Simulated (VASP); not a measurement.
# Co (Fm-3m) in VASP: a series of runs

Co is run at these levels: r2SCAN; tasks: single point.

All numbers are computed with VASP 6.6.1; they aren't measurements. Logs are shortened: lines on timing, memory, paths and dates and some standing lists are left out, and cuts for length are marked.

## Step 1: The cell of the first run

Symmetry: Fm-3m, No. 225, cubic system. Conventional cell: a = 3.583 Å, b = 3.583 Å, c = 3.583 Å, α = 90.00°, β = 90.00°, γ = 90.00°. Co (site symmetry m-3m) has 12 Co at 2.53 Å within 3.3 Å.

This isn't the form of Co at room conditions, which is hcp.

## Step 2: Single point, r2SCAN, collinear spin, ferromagnetic start

File POSCAR:

```
Co
1.0
   -1.7917500000     -3.5835000000     -1.7917500000
   -1.7917500000      0.0000000000     -1.7917500000
    1.7917500000      0.0000000000     -1.7917500000
Co
2
Direct
    0.0000000000      0.0000000000      0.0000000000
    0.5000000000      0.0000000000      0.5000000000
```

File INCAR.step1:

```
PREC     = Accurate       # precision mode
ENCUT    = 660            # plane-wave cutoff, eV
ISMEAR   = -1             # smearing method
SIGMA    = 0.05           # smearing width, eV
LREAL    = False          # projectors in reciprocal space
LASPH    = True           # aspherical terms in the spheres
NELM     = 200            # most SCF steps
ISPIN    = 2              # spin polarisation
MAGMOM   = 1.2 1.2        # initial moments
LMAXMIX  = 4              # l up to which the mixer works
NBANDS   = 20             # bands
ISYM     = 0            
GGA      = PE             # functional
ALGO     = Normal         # electronic algorithm
EDIFF    = 1E-5           # SCF threshold, eV
LWAVE    = True           # write WAVECAR
LCHARG   = False          # write CHGCAR
GGA_COMPAT= False
```

File INCAR.step2:

```
PREC     = Accurate       # precision mode
ENCUT    = 660            # plane-wave cutoff, eV
EDIFF    = 1E-6           # SCF threshold, eV
ISMEAR   = -1             # smearing method
SIGMA    = 0.05           # smearing width, eV
LREAL    = False          # projectors in reciprocal space
LASPH    = True           # aspherical terms in the spheres
NELM     = 200            # most SCF steps
ALGO     = Normal         # electronic algorithm
ISIF     = 2              # what is computed and relaxed
LWAVE    = False          # write WAVECAR
LCHARG   = True           # write CHGCAR
ISPIN    = 2              # spin polarisation
MAGMOM   = 1.2 1.2        # initial moments
LORBIT   = 11             # projections on sites
LMAXMIX  = 4              # l up to which the mixer works
METAGGA  = R2SCAN         # meta-GGA
LMIXTAU  = True         
LELF     = True           # ELF
LVHAR    = True         
NBANDS   = 20             # bands
ISYM     = 0            
ISTART   = 1            
GGA_COMPAT= False
```

File KPOINTS:

```
regular mesh
0
Gamma
  7 12 10
```

Potentials or basis: VASP PAW PBE potentials, release 64 (Co).

Run with:

```sh
$ cat potpaw_PBE.64/Co/POTCAR > POTCAR
$ cp INCAR.step1 INCAR
$ mpirun -np 1 vasp_std > vasp.out
$ cp INCAR.step2 INCAR
$ mpirun -np 1 vasp_std > vasp.out
```

OUTCAR:

```text
PREC = Accurate
   ENCUT = 660
   EDIFF = 1E-6
   ISMEAR = -1
   LREAL = False
   LASPH = True
   NELM = 200
   ISIF = 2
   ISPIN = 2
   LORBIT = 11
   METAGGA = R2SCAN
   ISYM = 0
   ISTART = 1

 ion  position               nearest neighbor table
   1  0.000  0.000  0.000-   2 2.53   2 2.53   2 2.53   2 2.53   2 2.53   2 2.53   2 2.53   2 2.53

   2  0.500  0.000  0.500-   1 2.53   1 2.53   1 2.53   1 2.53   1 2.53   1 2.53   1 2.53   1 2.53

IMPORTANT INFORMATION: All symmetrisations will be switched off!
NOSYMM: (Re-)initialisation of all symmetry stuff for point group C_1.

----------------------------------------------------------------------------------------

                                     Primitive cell

  volume of cell :      23.0087

  direct lattice vectors                    reciprocal lattice vectors
    -1.791750000 -3.583500000 -1.791750000     0.000000000 -0.279056788  0.000000000
    -1.791750000  0.000000000 -1.791750000    -0.279056788  0.279056788 -0.279056788
     1.791750000  0.000000000 -1.791750000     0.279056788  0.000000000 -0.279056788

  length of vectors
     4.388873247  2.533917150  2.533917150     0.279056788  0.483340535  0.394645894

  position of ions in fractional coordinates (direct lattice)
     0.000000000  0.000000000  0.000000000
     0.500000000  0.000000000  0.500000000

  ion indices of the primitive-cell ions
   primitive index   ion index
                 1           1
                 2           2

----------------------------------------------------------------------------------------

 KPOINTS: regular mesh

Automatic generation of k-mesh.
 Grid dimensions read from file:
 generate k-points for:    7   12   10

 Generating k-lattice:

  Cartesian coordinates                     Fractional coordinates (reciprocal lattice)
     0.000000000 -0.039865255  0.000000000     0.142857143  0.000000000  0.000000000
    -0.023254732  0.023254732 -0.023254732     0.000000000  0.083333333  0.000000000
     0.027905679  0.000000000 -0.027905679     0.000000000  0.000000000  0.100000000

  Length of vectors
     0.039865255  0.040278378  0.039464589

  Shift w.r.t. Gamma in fractional coordinates (k-lattice)
     0.000000000  0.000000000  0.000000000

 -----------------------------------------------------------------------------
|                                                                             |
|           W    W    AA    RRRRR   N    N  II  N    N   GGGG   !!!           |
|           W    W   A  A   R    R  NN   N  II  NN   N  G    G  !!!           |
|           W    W  A    A  R    R  N N  N  II  N N  N  G       !!!           |
|           W WW W  AAAAAA  RRRRR   N  N N  II  N  N N  G  GGG   !            |
|           WW  WW  A    A  R   R   N   NN  II  N   NN  G    G                |
|           W    W  A    A  R    R  N    N  II  N    N   GGGG   !!!           |
|                                                                             |
|     Your reciprocal lattice and k-lattice belong to different lattice       |
|     classes:                                                                |
|                                                                             |
|        The reciprocal lattice is simple tetragonal,                         |
|        whereas your k-lattice is simple monoclinic.                         |
|                                                                             |
|     Results are often still useful ...                                      |
|                                                                             |
 -----------------------------------------------------------------------------

 WARNING: IBZKPT: internal override: KBLOWUP is changed to .FALSE.
      ... skipping the blow-up phase ...

 Subroutine IBZKPT returns following result:
 ===========================================

 Found    422 irreducible k-points:

 Following reciprocal coordinates:
            Coordinates               Weight
  0.000000  0.000000  0.000000      1.000000
  0.142857  0.000000  0.000000      2.000000
  0.285714  0.000000  0.000000      2.000000
  0.428571  0.000000  0.000000      2.000000
  0.000000  0.083333  0.000000      2.000000
  0.142857  0.083333  0.000000      2.000000
[... 16 lines left out ...]
 -0.428571  0.250000  0.000000      2.000000
 -0.285714  0.250000  0.000000      2.000000
 [... further k-points ...]
   k-points           NKPTS =    422   k-points in BZ     NKDIM =    422   number of bands    NBANDS=     20
   number of dos      NEDOS =    301   number of ions     NIONS =      2
   total plane-waves  NPLWV =  23040
   dimension x,y,z NGX =    40 NGY =   24 NGZ =   24
   dimension x,y,z NGXF=    80 NGYF=   48 NGZF=   48
   ions per type =               2
   NGX,Y,Z   is equivalent  to a cutoff of  15.15, 15.75, 15.75 a.u.
   NGXF,Y,Z  is equivalent  to a cutoff of  30.30, 31.49, 31.49 a.u.
 SYSTEM =  unknown system
   PREC   = accura    normal or accurate (medium, high low for compatibility)
   ISTART =      1    job   : 0-new  1-cont  2-samecut
   ICHARG =      0    charge: 1-file 2-atom 10-const
   ISPIN  =      2    spin polarized calculation?
   LNONCOLLINEAR =      F non collinear calculations
   LSORBIT =      F    spin-orbit coupling
   LASPH  =      T    aspherical Exc in radial PAW
   ENCUT  =  660.0 eV  48.51 Ry    6.96 a.u.   9.19  5.31  5.31*2*pi/ulx,y,z
   NELM   =    200;   NELMIN=  2; NELMDL=  0     # of ELM steps
   EDIFF  = 0.1E-05   stopping-criterion for ELM
   LREAL  =      F    real-space projection
   EDIFFG = 0.1E-04   stopping-criterion for IOM
   NSW    =      0    number of steps for IOM
   IBRION =     -1    ionic relax: 0-MD 1-quasi-New 2-CG
   NFREE  =      0    steps in history (QN), initial steepest desc. (CG)
   ISIF   =      2    stress and relaxation
   ISYM   =      0    0-nonsym 1-usesym 2-fastsym
   POTIM  = 0.5000    time-step for ionic-motion
   TEBEG  =    0.0;   TEEND  =   0.0 temperature during run
   PSTRESS=    0.0 pullay stress
   NELECT =      18.0000    total number of electrons
   NUPDOWN=      -1.0000    fix difference up-down
   EMIN   =  10.00;   EMAX   =-10.00  energy-range for DOS
   EFERMI =   0.00;   METHOD = LEGACY
   ISMEAR =    -1;   SIGMA  =   0.05  broadening in eV -4-tet -1-fermi 0-gaus
   EFERMI_NEDOS =   21; number of points for ismear=-14 and -15
   IALGO  =     38    algorithm
   IMIX   =      4    mixing-type and parameters
     AMIX     =   0.40;   BMIX     =  1.00
     AMIX_MAG =   1.60;   BMIX_MAG =  1.00
  volume/ion in A,a.u.               =      11.50        77.64
  Fermi-wavevector in a.u.,A,eV,Ry     =   1.508464  2.850583 30.959558  2.275463
  Thomas-Fermi vector in A             =   2.618915
   LORBIT       =     11    0 simple, 1 ext, 2 COOP (PROOUT), +10 PAW based schemes
   METAGGA = R2SCAN    functional components
   LHFCALC =     F    Hartree Fock is set to
   AEXX    =    0.0000 exact exchange contribution
   IVDW    =     0    specifies the selected vdW correction
   LEPSILON=     F    determine dielectric tensor
   LRPA    =     F    only Hartree local field effects (RPA)
 spin polarized calculation
  energy-cutoff  :      660.00
  volume of cell :       23.01
 maximum number of plane-waves:       904
 NGX is ok and might be reduce to    40
   NGX = 19   NGY = 11   NGZ = 11

 number of electron      17.9999999 magnetization       3.6712785

 Free energy of the ion-electron system (eV)
  ---------------------------------------------------
  ext. energy  EPLUGINS =         0.00000000
  ---------------------------------------------------
  free energy    TOTEN  =       -26.43037888 eV

  energy without entropy =      -26.42008351  energy(sigma->0) =      -26.42523119

 E-fermi :   9.7905     XC(G=0): -14.2663

 val. band max:        9.7898898293   @ k =  -0.4286  -0.0833   0.2000
 cond. band min:       9.7908031554   @ k =  -0.1429   0.1667   0.0000
 fundamental gap:      0.0009133261
 Fermi energy:         9.7904615240

 spin component 1

 k-point     1 :       0.0000    0.0000    0.0000
  band No.  band energies     occupation
      1       0.4647      1.00000
      2       3.7760      1.00000
      3       4.6194      1.00000
      4       6.3962      1.00000
      5       6.3984      1.00000
      6       6.3991      1.00000
[... 12 lines left out ...]
     19      36.8697      0.00000
     20      36.8732      0.00000

 k-point     2 :       0.1429    0.0000    0.0000
  band No.  band energies     occupation
      1       0.7316      1.00000
      2       3.8350      1.00000
      3       4.7008      1.00000
      4       6.3026      1.00000
      5       6.4734      1.00000
      6       6.4760      1.00000
[... 498 lines left out ...]
 k-point    24 :      -0.2857    0.2500    0.0000
  band No.  band energies     occupation
      1       3.8363      1.00000
      2       4.1832      1.00000
      3       5.7327      1.00000
      4       5.9365      1.00000
      5       6.2230      1.00000
      6       6.2440      1.00000
[... 12 lines left out ...]
     19      32.5806      0.00000
     20      33.8801      0.00000

 [... further k-points ...]

 spin component 2

 k-point     1 :       0.0000    0.0000    0.0000
  band No.  band energies     occupation
      1       0.0029      1.00000
      2       5.9537      1.00000
      3       6.1182      1.00000
      4       8.3508      1.00000
      5       8.3594      1.00000
      6       8.3701      1.00000
[... 12 lines left out ...]
     19      37.9085      0.00000
     20      37.9170      0.00000

 k-point     2 :       0.1429    0.0000    0.0000
  band No.  band energies     occupation
      1       0.2762      1.00000
      2       5.8189      1.00000
      3       6.2182      1.00000
      4       8.2359      1.00000
      5       8.4353      1.00000
      6       8.4547      1.00000
[... 498 lines left out ...]
 k-point    24 :      -0.2857    0.2500    0.0000
  band No.  band energies     occupation
      1       3.9011      1.00000
      2       4.5170      1.00000
      3       7.3470      1.00000
      4       7.4797      1.00000
      5       8.6927      1.00000
      6       8.7875      1.00000
[... 12 lines left out ...]
     19      33.3257      0.00000
     20      34.7402      0.00000

 [... further k-points ...]
[... 5 lines left out ...]
  --------------------------------------------------------------------------------------
  -------------------------------------------------------------------------------------
  Total       -1.6507446     -1.5973460     -1.6503215      0.0088097      0.0087798     -0.0237871
  in kB     -114.9471580   -111.2288256   -114.9176947      0.6134513      0.6113699     -1.6563808
  external PRESSURE =    -113.6978928 kB  Pullay stress =       0.0000000 kB

 VOLUME and BASIS-vectors are now :
 -----------------------------------------------------------------------------
  energy-cutoff  :      660.00
  volume of cell :       23.01
      direct lattice vectors                 reciprocal lattice vectors
    -1.791750000 -3.583500000 -1.791750000     0.000000000 -0.279056788  0.000000000
    -1.791750000  0.000000000 -1.791750000    -0.279056788  0.279056788 -0.279056788
     1.791750000  0.000000000 -1.791750000     0.279056788  0.000000000 -0.279056788

 POSITION                                       TOTAL-FORCE (eV/Angst)
 -----------------------------------------------------------------------------------
      0.00000      0.00000      0.00000        -0.000000     -0.000000      0.000000
      0.00000     -1.79175     -1.79175         0.000000      0.000000     -0.000000
 -----------------------------------------------------------------------------------
    total drift:                                0.000006      0.000001     -0.000000

  FREE ENERGIE OF THE ION-ELECTRON SYSTEM (eV)
  ---------------------------------------------------
  free  energy   TOTEN  =       -26.4303788760 eV

  energy  without entropy=      -26.4200835131  energy(sigma->0) =      -26.42523119

 total charge

# of ion       s       p       d       tot
------------------------------------------
    1        0.486   0.516   7.182   8.184
    2        0.486   0.516   7.182   8.184
--------------------------------------------------
tot          0.973   1.031  14.364  16.368

 magnetization (x)

# of ion       s       p       d       tot
------------------------------------------
    1       -0.001  -0.059   1.964   1.903
    2       -0.001  -0.059   1.964   1.903
--------------------------------------------------
tot         -0.002  -0.119   3.927   3.807
```

Wall time 45 min (1 thread of Intel Xeon 8259CL, shared host); peak memory 0.49 GiB.

Results:

```
Free energy                                           : -26.4304 eV
Pressure                                              : -11.4 GPa
Net moment                                            : 3.67 μB per cell
Site moments                                          : Co +1.90 μB
Valence electrons inside the program's atomic spheres : Co 8.18
```

Stress tensor (GPa, compression positive):
```
-11.49   0.06  -0.17
  0.06 -11.12   0.06
 -0.17   0.06 -11.49
```

Levels at points of the mesh, in eV from the Fermi level:
Spin up:
```csv
k point,band 8,band 9,band 10,band 11,band 12,band 13,band 14,band 15
"(0.00, 0.00, 0.00)",-2.88,-2.19,-1.38,-1.38,2.13,8.66,14.50,14.51
"(0.00, 0.50, 0.00)",-1.77,-1.76,-1.76,-0.61,-0.61,5.31,5.31,21.64
"(0.00, 0.00, 0.50)",-3.29,-2.33,-2.33,0.15,0.15,11.15,11.15,12.57
"(0.00, 0.50, 0.50)",-2.91,-1.38,-1.38,7.37,7.37,7.37,7.37,9.33
```
Spin down:
| k point | band 4 | band 5 | band 6 | band 7 | band 8 | band 9 | band 10 | band 11 |
| --- | --- | --- | --- | --- | --- | --- | --- | --- |
| (0.00, 0.00, 0.00) | -1.44 | -1.43 | -1.42 | 0.89 | 0.91 | 0.97 | 0.98 | 1.84 |
| (0.00, 0.50, 0.00) | -1.08 | -1.02 | -1.02 | -1.01 | -1.00 | 1.29 | 1.29 | 1.29 |
| (0.00, 0.00, 0.50) | -2.43 | -1.51 | -1.51 | -0.18 | -0.18 | 0.36 | 0.36 | 2.41 |
| (0.00, 0.50, 0.50) | -2.50 | -2.48 | -2.48 | 0.78 | 0.78 | 0.90 | 0.90 | 7.91 |

Caveat: the cell stands under tension; the PAW data sets were made with another functional, which shifts forces and pressure a little.

[end of part 1 of 2]
